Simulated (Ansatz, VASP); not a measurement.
## ZnSe: VASP beside Ansatz

```
Zn Se
1.0
     2.56899   -2.61501    0.00000
     2.56899    2.61501    0.00000
     0.00000    0.00000    3.33121
Zn Se
1 1
Direct
  0.00000 0.00000 0.00000
  0.50000 0.50000 0.00000
```

Alike in both runs: task relaxation of cell and atoms; functional PBE; k mesh 16 × 16 × 16; occupations gaussian, width 0.1 eV; no spin polarisation.

```csv
,VASP,Ansatz
version,VASP 6.6.1,Ansatz 0.2.0
potentials or method,"VASP PAW PBE potentials, release 64 (Zn, Se), cutoff 600 eV","scalar-relativistic, plane waves, PAW"
valence electrons in the cell,18,28
```

|  | VASP | Ansatz | Ansatz less VASP |
| --- | --- | --- | --- |
| gap on the k mesh at the Fermi level, each at its own relaxed structure (eV) | none | none | - |
| relaxed volume (Å³/atom) | 32.11 | 35.94 | +3.822 |
| relaxed length of the cell vector where the two differ most in proportion (Å) | 5.022 | 5.628 | +0.6063 |

A gap of «none» marks a metal or a gap that the smearing closes. One of these differences is far larger than is usual between the two programs; its cause wasn't traced. VASP's potentials hold 18 valence electrons a cell and Ansatz's 28, so a difference there can come from the potentials and not from the codes.

Noted on VASP's run: the volume moved by over 15 % at a fixed basis, so the end points are rough.
